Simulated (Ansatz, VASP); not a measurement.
Cu: VASP beside Ansatz

INCAR

```
SYSTEM = Cu
  PREC = Accurate
  ENCUT = 520
  EDIFF = 1E-6
  ISMEAR = -1
  SIGMA = 0.1
  LREAL = .FALSE.
  LASPH = .TRUE.
  NELM = 100
  ALGO = Normal
  ISIF = 2
  LWAVE = .FALSE.
  LCHARG = .FALSE.
  GGA = PS
  NBANDS = 12
```

Contents of KPOINTS:

```
Automatic mesh
0
G
  25 25 25
  0 0 0
```

POSCAR

```
Cu
1.0
    0.0000000000      1.7813980043      1.7813980043
    1.7813980043      0.0000000000      1.7813980043
    1.7813980043      1.7813980043      0.0000000000
Cu
1
Direct
    0.0000000000      0.0000000000      0.0000000000
```

Input for Ansatz:

```yaml
crystal:
  lattice:
    - [0.0, 1.7813980057, 1.7813980057]
    - [1.7813980057, 0.0, 1.7813980057]
    - [1.7813980057, 1.7813980057, 0.0]
  atoms:
    - { symbol: Cu, position: [0.0, 0.0, 0.0] }
hamiltonian:
  xc: pbesol
  pseudopotentials:
    kind: paw
    azcp:
      Cu: "pseudopotentials/Cu.paw.azcp"
basis:
  ecutwfc: 420
  fft_grid_basis: typed
kpoints:
  mp_grid: { grid: [25, 25, 25], shift: [0, 0, 0] }
magnetization:
  spin_polarized: false
scf:
  occupations: { method: fermi_dirac, width: 0.1 }
output:
  stress: true
```

Alike in both runs: task single point; functional PBEsol; k mesh 25 × 25 × 25; occupations fermi-dirac, width 0.1 eV; no spin polarisation.

```csv
,VASP,Ansatz
version,VASP 6.6.1,Ansatz 0.2.0
potentials or method,"VASP PAW PBE potentials, release 64 (Cu), cutoff 520 eV","plane waves (420 eV) with PAW, scalar-relativistic"
valence electrons in the cell,11,19
```

|  | VASP | Ansatz | Ansatz less VASP |
| --- | --- | --- | --- |
| pressure (GPa) | 0.8 | 0.1 | -0.70 |

VASP's potentials were made for PBE, not for PBEsol, and Ansatz warns of the same on its side. VASP's potentials hold 11 valence electrons a cell and Ansatz's 19, so a difference there can come from the potentials and not from the codes.
